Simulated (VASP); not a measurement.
# Si2W (I4/mmm) in VASP: notebook, part 2 of 2

VASP 6.6.1.

## Step 4: Single point, LDA (volume 11.569 Å^3 an atom, c/a of the conventional cell 2.0339)

Input file INCAR:

```
ALGO = Normal
EDIFF = 1E-6
ENCUT = 520
GGA = CA
ISIF = 2
ISMEAR = 0
LASPH = True
LCHARG = False
LREAL = False
LWAVE = False
NBANDS = 18
NELM = 100
PREC = Accurate
SIGMA = 0.15
```

Input file KPOINTS:

```
k-points
0
Gamma
  20 20 20
```

Input file POSCAR:

```
Si2W
1.0
   -1.6218443146      1.6218443146      3.2986691514
    1.6218443146     -1.6218443146      3.2986691514
    1.6218443146      1.6218443146     -3.2986691514
Si W
2 1
Direct
    0.3346644983      0.3346644983      0.0000000000
    0.6653355017      0.6653355017      0.0000000000
    0.0000000000      0.0000000000      0.0000000000
```

Potentials or basis: VASP PAW LDA potentials, release 64 (Si, W_sv).

Run with:

```sh
$ cat potpaw_LDA.64/Si/POTCAR potpaw_LDA.64/W_sv/POTCAR > POTCAR
$ mpirun -np 1 vasp_std > vasp.out
```

OUTCAR:

```text
EDIFF = 1E-6
   ENCUT = 520
   GGA = CA
   ISIF = 2
   ISMEAR = 0
   LASPH = True
   LREAL = False
   NELM = 100
   PREC = Accurate

 ion  position               nearest neighbor table
   1  0.335  0.335  0.000-   2 2.18   3 2.21   3 2.54   3 2.54   3 2.54   3 2.54   2 2.55   2 2.55
                             2 2.55   2 2.55
   2  0.665  0.665  0.000-   1 2.18   3 2.21   3 2.54   3 2.54   3 2.54   3 2.54   1 2.55   1 2.55
                             1 2.55   1 2.55
   3  0.000  0.000  0.000-   1 2.21   2 2.21   2 2.54   2 2.54   1 2.54   1 2.54   2 2.54   2 2.54
                             1 2.54   1 2.54

  LATTYP: Found a body centered tetragonal cell.
 ALAT       =     3.2436886292
 C/A-ratio  =     2.0339000000

  Lattice vectors:

 A1 = (  -1.6218443146,   1.6218443146,   3.2986691514)
 A2 = (   1.6218443146,  -1.6218443146,   3.2986691514)
 A3 = (   1.6218443146,   1.6218443146,  -3.2986691514)

Analysis of symmetry for initial positions (statically):
=====================================================================
 Subroutine PRICEL returns:
[... 172 lines left out ...]
  energy without entropy =      -24.89943740  energy(sigma->0) =      -24.90182943

 E-fermi :  14.1591     XC(G=0): -13.3422

 val. band max:       14.1560081990   @ k =  -0.0500   0.1500   0.0500
 cond. band min:      14.1591493553   @ k =  -0.3000   0.5000   0.3000
 fundamental gap:      0.0031411564
 Fermi energy:        14.1590809793

 k-point     1 :       0.0000    0.0000    0.0000
  band No.  band energies     occupation
      1     -58.8926      2.00000
      2     -23.6532      2.00000
      3     -23.5965      2.00000
      4     -23.5965      2.00000
      5      -1.0791      2.00000
      6       6.8547      2.00000
[... 481 lines left out ...]
      5       1.1989      2.00000
      6       5.4789      2.00000
[... 10 lines left out ...]
     17      22.5843      0.00000
     18      23.3726      0.00000

 [... further k-points ...]

------------------------ aborting loop because EDIFF is reached ----------------------------------------

  FORCE on cell =-STRESS in cart. coord.  units (eV):
  Direction    XX          YY          ZZ          XY          YZ          ZX
  --------------------------------------------------------------------------------------
  -------------------------------------------------------------------------------------
  Total        2.8008885      2.8008885     33.4516697      0.0000000      0.0000000     -0.0000000
  in kB      129.2972636    129.2972636   1544.2275854      0.0000000      0.0000000     -0.0000000
  external PRESSURE =     600.9407042 kB  Pullay stress =       0.0000000 kB

 VOLUME and BASIS-vectors are now :
 -----------------------------------------------------------------------------
  energy-cutoff  :      520.00
  volume of cell :       34.71
      direct lattice vectors                 reciprocal lattice vectors
    -1.621844315  1.621844315  3.298669151     0.000000000  0.308290997  0.151576280
     1.621844315 -1.621844315  3.298669151     0.308290997  0.000000000  0.151576280
     1.621844315  1.621844315 -3.298669151     0.308290997  0.308290997  0.000000000

 POSITION                                       TOTAL-FORCE (eV/Angst)
 -----------------------------------------------------------------------------------
      0.00000      0.00000      2.20789        -0.000000     -0.000000      0.693829
      0.00000      0.00000      4.38944         0.000000      0.000000     -0.693829
      0.00000      0.00000      0.00000        -0.000000     -0.000000     -0.000000
 -----------------------------------------------------------------------------------
    total drift:                               -0.000000      0.000000     -0.000000

  FREE ENERGIE OF THE ION-ELECTRON SYSTEM (eV)
  ---------------------------------------------------
  free  energy   TOTEN  =       -24.9042214567 eV

  energy  without entropy=      -24.8994373988  energy(sigma->0) =      -24.90182943
```

stdout:

```text
POSCAR found type information on POSCAR SiW
 POSCAR found :  2 types and       3 ions
 scaLAPACK will be used
 LDA part: xc-table for (Slater(with rela. corr.)+CA(PZ))
 , standard interpolation
 POSCAR, INCAR and KPOINTS ok, starting setup
 FFT: planning ... GRIDC
 FFT: planning ... GRID_SOFT
 FFT: planning ... GRID
 WAVECAR not read
 entering main loop
```

Run time: 4.3 min. Hardware: 1 thread of Intel Xeon 6975P-C (Granite Rapids), shared host; peak memory 0.46 GiB.

What came out:

```yaml
Free_energy: -24.9042 eV
Pressure: 60.1 GPa
Largest_force: 0.694 eV/Å
Band_gap_on_the_k_mesh: zero (band 11 reaches 14.72 eV, above the bottom of band 12 at 13.67 eV)
```

Forces in eV/Å, atoms in the order of the input:
```
Si   0.000  0.000  0.694
Si   0.000  0.000 -0.694
W    0.000  0.000  0.000
```

Levels at points of the mesh, in eV from the Fermi level:
```tsv
k point	band 8	band 9	band 10	band 11	band 12	band 13	band 14	band 15
(0.00, 0.00, 0.00)	-4.27	-3.72	-0.77	-0.49	2.04	2.04	2.41	3.59
(0.50, 0.00, 0.00)	-4.61	-4.29	-2.89	-1.25	2.05	2.10	4.45	6.19
(0.50, 0.50, 0.00)	-5.78	-5.12	-2.45	-2.02	2.28	2.55	5.11	5.53
(0.50, 0.50, 0.50)	-3.62	-2.06	-2.06	-0.40	-0.40	0.10	5.84	7.59
```

Caveat: spin-orbit coupling is left out, which moves the levels of the heavy elements.

## Step 5: Single point, LDA (volume 11.569 Å^3 an atom, c/a of the conventional cell 2.2962)

Input file INCAR:

```
PREC = Accurate
ENCUT = 520
EDIFF = 1E-6
ISMEAR = 0
SIGMA = 0.15
LREAL = F
LASPH = T
NELM = 100
ALGO = Normal
ISIF = 2
LWAVE = F
LCHARG = T
LELF = T
LVHAR = T
NBANDS = 18
```

Input file KPOINTS:

```
regular mesh
0
Gamma
  20 20 20
```

Input file POSCAR:

```
Si2W
1.0
   -1.5575755597      1.5575755597      3.5765050002
    1.5575755597     -1.5575755597      3.5765050002
    1.5575755597      1.5575755597     -3.5765050002
Si W
2 1
Direct
    0.3346644983      0.3346644983      0.0000000000
    0.6653355017      0.6653355017      0.0000000000
    0.0000000000      0.0000000000      0.0000000000
```

Run with:

```sh
$ cat potpaw_LDA.64/Si/POTCAR potpaw_LDA.64/W_sv/POTCAR > POTCAR
$ mpirun -np 1 vasp_std > vasp.out
```

Run time: 3.4 min. Hardware: 1 thread of Intel Xeon 6975P-C (Granite Rapids), shared host; peak memory 0.45 GiB.

It converged, with:

```yaml
Free_energy: -26.5635 eV
Pressure: 45.3 GPa
Largest_force: 0.232 eV/Å
Band_gap_on_the_k_mesh: zero (band 11 reaches 14.75 eV, above the bottom of band 12 at 13.64 eV)
```

Forces on the atoms (eV/Å):
```
Si   0.000  0.000 -0.232
Si   0.000  0.000  0.232
W    0.000  0.000  0.000
```

Stress tensor (GPa, compression positive):
```
29.67  0.00  0.00
 0.00 29.67  0.00
 0.00  0.00 76.70
```

Levels at points of the mesh, in eV from the Fermi level:
```csv
k point,band 7,band 8,band 9,band 10,band 11,band 12,band 13,band 14,band 15,band 16
"(0.00, 0.00, 0.00)",-3.87,-3.43,-3.43,-2.39,0.46,2.58,3.26,3.26,3.75,5.66
"(0.50, 0.00, 0.00)",-6.05,-4.89,-3.45,-2.99,-0.69,2.90,3.10,5.12,5.34,6.46
"(0.50, 0.50, 0.00)",-6.48,-5.49,-5.16,-3.27,-1.56,3.44,3.66,4.43,4.86,5.54
"(0.50, 0.50, 0.50)",-4.66,-2.95,-1.01,-1.01,-0.37,-0.37,0.80,6.53,6.90,7.30
```

Caveat: spin-orbit coupling is left out, which moves the levels of the heavy elements.

## Step 6: The runs side by side

```tsv
cell	gap on the mesh (eV)	pressure (GPa)	largest force (eV/Å)
a = 4.417 Å, angles 140.4, 140.4, 57.2°, 3 atoms	none	41.0	0.52
a = 4.670 Å, angles 144.2, 144.2, 51.6°, 3 atoms	none	43.9	0.54
a = 4.018 Å, angles 132.4, 132.4, 69.6°, 3 atoms	none	60.1	0.69
a = 4.200 Å, angles 136.5, 136.5, 63.3°, 3 atoms	none	45.3	0.23
```

Alike in all rows: task single point; level LDA; potentials or basis VASP PAW LDA potentials, release 64 (Si, W_sv); no spin polarisation; k mesh 20 × 20 × 20; cutoff (eV) 520; smearing gaussian 0.15 eV.

Caveats: spin-orbit coupling is left out, which moves the levels of the heavy elements.

Total energies depend on the potentials used, so only differences within one code and one set of settings carry meaning.
